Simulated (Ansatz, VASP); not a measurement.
**AlFe in VASP and in Ansatz**

```
CELL_PARAMETERS angstrom
2.91000 0.00000 0.00000
0.00000 2.91000 0.00000
0.00000 0.00000 2.91000
ATOMIC_POSITIONS crystal
Al 0.00000 0.00000 0.00000
Fe 0.50000 0.50000 0.50000
```

Alike in both runs: task single point; functional PBE; k mesh 12 × 12 × 12; occupations gaussian, width 0.05 eV; collinear spin.

|  | VASP | Ansatz |
| --- | --- | --- |
| version | VASP 6.6.1 | Ansatz 0.2.0 |
| potentials or method | VASP PAW PBE potentials, release 64 (Al, Fe), cutoff 520 eV | scalar-relativistic, plane waves, PAW |
| valence electrons in the cell | 11 | 19 |

VASP gave:

| Item | Value |
| --- | --- |
| gap on the k mesh at the Fermi level (eV) | none |
| pressure (GPa) | -5.9 |
| net moment per atom (μB) | 0.38 |
| size of the moment on the site where the two differ most (μB) | 0.80 |

Task: Estimate Ansatz's values.

Result: gap on the k mesh at the Fermi level (eV): none; pressure (GPa): -5.9; net moment per atom (μB): 0.38; size of the moment on the site where the two differ most (μB): 0.79.

Site moments also hang on the region over which each program counts them. A gap of «none» marks a metal or a gap that the smearing closes. VASP's potentials hold 11 valence electrons a cell and Ansatz's 19, so a difference there can come from the potentials and not from the codes.
